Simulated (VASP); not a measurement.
# B (P6/mmm) in VASP: further runs, part 2 of 2

VASP 6.6.1.

## (3) Relaxation of cell and atoms, r2SCAN

File POSCAR:

```
B
1.0
    2.0622185300      0.0000000000      0.0000000000
   -1.0311092650      1.7859336352      0.0000000000
    0.0000000000      0.0000000000      1.9268854390
B
1
Direct
    0.0000000000      0.0000000000      0.0000000000
```

File INCAR.step1:

```
SYSTEM = B
ALGO = Normal ; EDIFF = 1E-4
ENCUT = 600 ; GGA = PE
ISMEAR = 0 ; LASPH = .True.
LCHARG = .False. ; LREAL = .False.
LWAVE = .True. ; NELM = 80
PREC = Accurate ; SIGMA = 0.1
```

File INCAR.step2:

```
SYSTEM = B
ALGO = Normal ; EDIFF = 1E-6
EDIFFG = -0.04 ; ENCUT = 600
IBRION = 2 ; ISIF = 3
ISMEAR = 0 ; ISTART = 1
LASPH = .True. ; LCHARG = .False.
LMIXTAU = .True. ; LREAL = .False.
LWAVE = .False. ; METAGGA = R2SCAN
NELM = 80 ; NSW = 90
PREC = Accurate ; SIGMA = 0.1
```

File KPOINTS:

```
k-points
0
Gamma
  9 9 8
  0 0 0
```

Potentials or basis: VASP PAW PBE potentials, release 64 (B).

The run is started by

```sh
$ cat potpaw_PBE.64/B/POTCAR > POTCAR
$ cp INCAR.step1 INCAR
$ mpirun -np 1 vasp_std > vasp.out
$ cp INCAR.step2 INCAR
$ mpirun -np 1 vasp_std > vasp.out
```

OUTCAR:

```text
SYSTEM = B
   EDIFF = 1E-6
   EDIFFG = -0.04
   ENCUT = 600
   IBRION = 2
   ISIF = 3
   ISMEAR = 0
   ISTART = 1
   LASPH = .True.
   LREAL = .False.
   METAGGA = R2SCAN
   NELM = 80
   NSW = 90
   PREC = Accurate

 ion  position               nearest neighbor table
   1  0.000  0.000  0.000-

  LATTYP: Found a hexagonal cell.
 ALAT       =     2.0622185300
 C/A-ratio  =     0.9343750000

  Lattice vectors:

 A1 = (   2.0622185300,   0.0000000000,   0.0000000000)
 A2 = (  -1.0311092650,   1.7859336352,   0.0000000000)
 A3 = (   0.0000000000,   0.0000000000,   1.9268854390)

Analysis of symmetry for initial positions (statically):
=====================================================================
 Subroutine PRICEL returns:
 Original cell was already a primitive cell.

 Routine SETGRP: Setting up the symmetry group for a
 hexagonal supercell.

 Subroutine GETGRP returns: Found 24 space group operations
 (whereof 24 operations were pure point group operations)
 out of a pool of 24 trial point group operations.

The static configuration has the point symmetry D_6h.

Analysis of symmetry for dynamics (positions and initial velocities):
[... 161 lines left out ...]

  FORCE on cell =-STRESS in cart. coord.  units (eV):
  Direction    XX          YY          ZZ          XY          YZ          ZX
  --------------------------------------------------------------------------------------
  -------------------------------------------------------------------------------------
  Total       -1.1811324     -1.1811324      0.5735670      0.0000000      0.0000000     -0.0000000
  in kB     -266.6571698   -266.6571698    129.4907865      0.0000000      0.0000000     -0.0000000
  external PRESSURE =    -134.6078510 kB  Pullay stress =       0.0000000 kB
[... 232 lines left out ...]
--------------------------------------- Ionic step        8  -------------------------------------------

 number of electron       3.0000000 magnetization

 Free energy of the ion-electron system (eV)
  ---------------------------------------------------
  ext. energy  EPLUGINS =         0.00000000
  ---------------------------------------------------
  free energy    TOTEN  =        -6.17849402 eV

  energy without entropy =       -6.17693323  energy(sigma->0) =       -6.17771363

 E-fermi :   8.6568     XC(G=0): -13.3676

 val. band max:        8.6430690825   @ k =   0.4444   0.0000   0.5000
 cond. band min:       8.6637235349   @ k =   0.4444   0.0000   0.3750
 fundamental gap:      0.0206544524
 Fermi energy:         8.6567527821

 k-point     1 :       0.0000    0.0000    0.0000
  band No.  band energies     occupation
      1      -9.9989      2.00000
      2      12.4757      0.00000
      3      23.3503      0.00000
      4      30.4506      0.00000
      5      30.4506      0.00000
[... 177 lines left out ...]
 k-point    24 :       0.3333    0.3333    0.1250
  band No.  band energies     occupation
      1       5.0260      2.00000
      2       5.0260      2.00000
      3      11.8529      0.00000
      4      22.7553      0.00000
      5      33.5626      0.00000

 [... further k-points ...]
[... 5 lines left out ...]
  --------------------------------------------------------------------------------------
  -------------------------------------------------------------------------------------
  Total        0.0283714      0.0283714     -0.0381208      0.0000000     -0.0000000      0.0000000
  in kB        6.9818792      6.9818792     -9.3811022      0.0000000     -0.0000000      0.0000000
  external PRESSURE =       1.5275521 kB  Pullay stress =       0.0000000 kB
[... 16 lines left out ...]
  FREE ENERGIE OF THE ION-ELECTRON SYSTEM (eV)
  ---------------------------------------------------
  free  energy   TOTEN  =        -6.1784940157 eV

  energy  without entropy=       -6.1769332346  energy(sigma->0) =       -6.17771363

 reached required accuracy - stopping structural energy minimisation
```

OUTCAR.step1:

```text
SYSTEM = B
   EDIFF = 1E-4
   ENCUT = 600
   GGA = PE
   ISMEAR = 0
   LASPH = .True.
[... 409 lines left out ...]
 POSITION                                       TOTAL-FORCE (eV/Angst)
 -----------------------------------------------------------------------------------
      0.00000      0.00000      0.00000         0.000000      0.000000      0.000000
 -----------------------------------------------------------------------------------
    total drift:                                0.000000      0.000000     -0.000000

  FREE ENERGIE OF THE ION-ELECTRON SYSTEM (eV)
  ---------------------------------------------------
  free  energy   TOTEN  =        -5.3961901591 eV

  energy  without entropy=       -5.3933405068  energy(sigma->0) =       -5.39476533
```

It took 26 s on 1 thread of Intel Xeon 6975P-C (Granite Rapids), shared host; peak memory 0.11 GiB.

What came out:

- Free energy: -6.1785 eV
- Relaxed volume: 6.51 Å³/atom
- Relaxed cell: a = 1.836 Å, b = 1.836 Å, c = 2.230 Å, α = 90.00°, β = 90.00°, γ = 120.00°
- Space group after relaxing (to 0.05 Å): P6/mmm (No. 191)
- Energy gained by relaxing: 276.9 meV/atom
- Ionic steps: 8
- Pressure after relaxing: 0.2 GPa

Step by step:
```
step  energy change (eV)  largest force (eV/Å)  pressure (GPa)  volume (Å³)
   1              0.0000                0.0000          -13.46         7.10
   2             -0.1287                0.0000           -5.07         6.49
   3             -0.1745                0.0000           28.40         5.80
   4             -0.2130                0.0000           33.63         5.84
   5             -0.2165                0.0000           32.26         5.84
   6             -0.2696                0.0000           10.11         6.26
   7             -0.2769                0.0000           -0.85         6.54
   8             -0.2769                0.0000            0.15         6.51
```

Final structure:
```cif
data_structure
_symmetry_space_group_name_H-M 'P 1'
_symmetry_Int_Tables_number 1
_cell_length_a 1.8360
_cell_length_b 1.8360
_cell_length_c 2.2301
_cell_angle_alpha 90.000
_cell_angle_beta 90.000
_cell_angle_gamma 120.000
_cell_volume 6.51
loop_
_atom_site_label
_atom_site_type_symbol
_atom_site_fract_x
_atom_site_fract_y
_atom_site_fract_z
_atom_site_occupancy
B1 B 0.00000 0.00000 0.00000 1
```

Caveat: the k points lie up to 0.44 Å⁻¹ apart in the final cell; the PAW data sets were made with another functional, which shifts forces and pressure a little.

## (4) Single point, r2SCAN

This run uses another cell than the first one, of 9.36 Å³/atom, 1.319 times its volume.

File POSCAR:

```
B
1.0
    1.7060602156      0.0000000000      0.0000000000
   -0.8530301078      1.4774914871      0.0000000000
    0.0000000000      0.0000000000      3.7147136970
B
1
Direct
    0.0000000000      0.0000000000      0.0000000000
```

File INCAR.step1:

```
  PREC = Accurate
  ENCUT = 520
  ISMEAR = 0
  SIGMA = 0.1
  LREAL = False
  LASPH = True
  NELM = 60
  NBANDS = 8
  GGA = PE
  ALGO = Normal
  EDIFF = 1E-4
  LWAVE = True
  LCHARG = False
```

File INCAR.step2:

```
  PREC = Accurate
  ENCUT = 520
  EDIFF = 1E-7
  ISMEAR = 0
  SIGMA = 0.1
  LREAL = False
  LASPH = True
  NELM = 60
  ALGO = Normal
  ISIF = 2
  LWAVE = False
  LCHARG = True
  METAGGA = R2SCAN
  LMIXTAU = True
  LELF = True
  LVHAR = True
  NBANDS = 8
  ISTART = 1
```

File KPOINTS:

```
regular mesh
0
Gamma
  36 36 16
```

The run is started by

```sh
$ cat potpaw_PBE.64/B/POTCAR > POTCAR
$ cp INCAR.step1 INCAR
$ mpirun -np 1 vasp_std > vasp.out
$ cp INCAR.step2 INCAR
$ mpirun -np 1 vasp_std > vasp.out
```

Wall time 4.7 min (1 thread of Intel Xeon 6975P-C (Granite Rapids), shared host); peak memory 0.17 GiB.

The run converged. Its results:

- Free energy: -6.6018 eV
- Pressure: 0.1 GPa

Stress tensor (GPa, compression positive):
```
 0.19  0.00  0.00
 0.00  0.19  0.00
 0.00  0.00 -0.13
```

Levels at points of the mesh, in eV from the Fermi level:
| k point | band 1 | band 2 | band 3 | band 4 | band 5 | band 6 | band 7 |
| --- | --- | --- | --- | --- | --- | --- | --- |
| (0.00, 0.00, 0.00) | -18.36 | -7.32 | 2.42 | 26.19 | 26.55 | 26.55 | 31.75 |
| (0.50, 0.00, 0.00) | -9.32 | 1.06 | 6.76 | 14.77 | 17.20 | 18.69 | 20.35 |
| (0.00, 0.00, 0.50) | -18.08 | -9.07 | 9.15 | 13.48 | 26.56 | 26.56 | 46.55 |
| (0.50, 0.00, 0.50) | -9.26 | 1.44 | 5.73 | 11.79 | 17.22 | 24.33 | 29.13 |

Caveat: the PAW data sets were made with another functional, which shifts forces and pressure a little.

## (5) Single point, r2SCAN

This run uses another cell than the first one, of 9.33 Å³/atom, 1.315 times its volume.

File POSCAR:

```
B
1.0
    1.7051328404      0.0000000000      0.0000000000
   -0.8525664202      1.4766883566      0.0000000000
    0.0000000000      0.0000000000      3.7062735190
B
1
Direct
    0.0000000000      0.0000000000      0.0000000000
```

File INCAR.step1:

```
ALGO = Normal
EDIFF = 1E-4
ENCUT = 520
GGA = PE
ISMEAR = 0
LASPH = True
LCHARG = False
LREAL = False
LWAVE = True
NBANDS = 8
NELM = 80
PREC = Accurate
SIGMA = 0.1
```

File INCAR.step2:

```
ALGO = Normal
EDIFF = 1E-7
ENCUT = 520
ISIF = 2
ISMEAR = 0
ISTART = 1
LASPH = True
LCHARG = False
LMIXTAU = True
LREAL = False
LWAVE = False
METAGGA = R2SCAN
NBANDS = 8
NELM = 80
PREC = Accurate
SIGMA = 0.1
```

File KPOINTS:

```
k-points
0
Gamma
  33 33 24
```

The run is started by

```sh
$ cat potpaw_PBE.64/B/POTCAR > POTCAR
$ cp INCAR.step1 INCAR
$ mpirun -np 1 vasp_std > vasp.out
$ cp INCAR.step2 INCAR
$ mpirun -np 1 vasp_std > vasp.out
```

It took 5.7 min on 1 thread of Intel Xeon 6975P-C (Granite Rapids), shared host; peak memory 0.19 GiB.

The run converged. Its results:

| Property | Result |
| --- | --- |
| Free energy | -6.5996 eV |
| Pressure | 0.1 GPa |

Stress tensor (GPa, compression positive):
```
 0.23  0.00  0.00
 0.00  0.23  0.00
 0.00  0.00 -0.13
```

Levels at points of the mesh, in eV from the Fermi level:
| k point | band 1 | band 2 | band 3 | band 4 | band 5 | band 6 | band 7 |
| --- | --- | --- | --- | --- | --- | --- | --- |
| (0.00, 0.00, 0.00) | -18.43 | -7.37 | 2.40 | 26.28 | 26.54 | 26.54 | 31.87 |
| (0.00, 0.00, 0.50) | -18.15 | -9.13 | 9.17 | 13.51 | 26.54 | 26.54 | 46.70 |

Caveat: the PAW data sets were made with another functional, which shifts forces and pressure a little.

## (6) Overview

| task | cell | k mesh | cutoff (eV) | gap on the mesh (eV) | pressure (GPa) |
| --- | --- | --- | --- | --- | --- |
| single point | a = 2.062, b = 2.062, c = 1.927 Å, angles 90.0, 90.0, 120.0°, 1 atom | 9 × 9 × 10 | 520 | none | -14.7 |
| relaxation of cell and atoms | relaxed from a = 2.062, b = 2.062, c = 1.927 Å, angles 90.0, 90.0, 120.0°, 1 atom | 9 × 9 × 8 | 600 | none | 0.2 |
| single point | a = 1.706, b = 1.706, c = 3.715 Å, angles 90.0, 90.0, 120.0°, 1 atom | 36 × 36 × 16 | 520 | none | 0.1 |
| single point | a = 1.705, b = 1.705, c = 3.706 Å, angles 90.0, 90.0, 120.0°, 1 atom | 33 × 33 × 24 | 520 | none | 0.1 |

Alike in all rows: level r2SCAN; potentials or basis VASP PAW PBE potentials, release 64 (B); no spin polarisation; smearing gaussian 0.1 eV.

Caveats: some runs use coarse meshes; the PAW data sets were made with another functional, which shifts forces and pressure a little.

Absolute energies hang on the potentials; compare differences alone.
